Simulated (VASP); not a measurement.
The system is Y2C5.

```xyz
7
Lattice="0.0000 3.9557 3.9557 3.9557 0.0000 3.9557 3.9557 3.9557 0.0000" Properties=species:S:1:pos:R:3 pbc="T T T"
Y     5.9336    5.9336    5.9336
Y     0.0000    0.0000    0.0000
C     1.2232    1.2232    1.2232
C     2.7325    2.7325    1.2232
C     2.7325    1.2232    2.7325
C     1.2232    2.7325    2.7325
C     3.9557    3.9557    3.9557
```

| Item | Value |
| --- | --- |
| Program | VASP 6.6.1 |
| Task | relaxation of cell and atoms |
| Functional | PBE |
| Potentials or basis | VASP PAW PBE potentials, release 64 (Y_sv, C) |
| Cutoff | 600 eV |
| k mesh | 4 × 4 × 4 |
| Occupations | gaussian, width 0.1 eV |
| Spin | no spin polarisation |

At the start: pressure -10.7 GPa; volume 17.69 Å³/atom.

How do energy, volume and symmetry change on relaxing?

Over 10 steps the energy falls by 1180.3 meV/atom and the volume is 14.40 Å³/atom (-18.6 %); space group F-43m (No. 216, to 0.05 Å).

The path:
```
step  energy change (eV)  largest force (eV/Å)  pressure (GPa)  volume (Å³)
   1              0.0000                7.1826          -10.74       123.80
   2             -8.0416                3.0777            1.00       103.75
   3             -8.1840                0.6229           -4.79       105.83
   4             -8.2062                0.1515           -3.60       105.32
   5             -8.2019                0.7301           -2.70       104.97
   6             -8.2017                1.5118           -1.97       101.23
   7             -8.2431                0.4094           -2.09       103.09
   8             -8.2496                0.4061            2.11        99.03
   9             -8.2622                0.0470            0.08       100.73
  10             -8.2622                0.0263           -0.03       100.83
```

Final structure:
```yaml
crystal:
  lattice:
    - [0.00000, 3.69416, 3.69416]
    - [3.69416, 0.00000, 3.69416]
    - [3.69416, 3.69416, 0.00000]
  atoms:
    - { symbol: Y, position: [0.75000, 0.75000, 0.75000] }
    - { symbol: Y, position: [0.00000, 0.00000, 0.00000] }
    - { symbol: C, position: [0.17697, 0.17697, 0.17697] }
    - { symbol: C, position: [0.17697, 0.17697, 0.46911] }
    - { symbol: C, position: [0.17697, 0.46911, 0.17697] }
    - { symbol: C, position: [0.46911, 0.17697, 0.17697] }
    - { symbol: C, position: [0.50000, 0.50000, 0.50000] }
```

Caveat: the volume moved by over 15 % at a fixed basis, so the end points are rough.
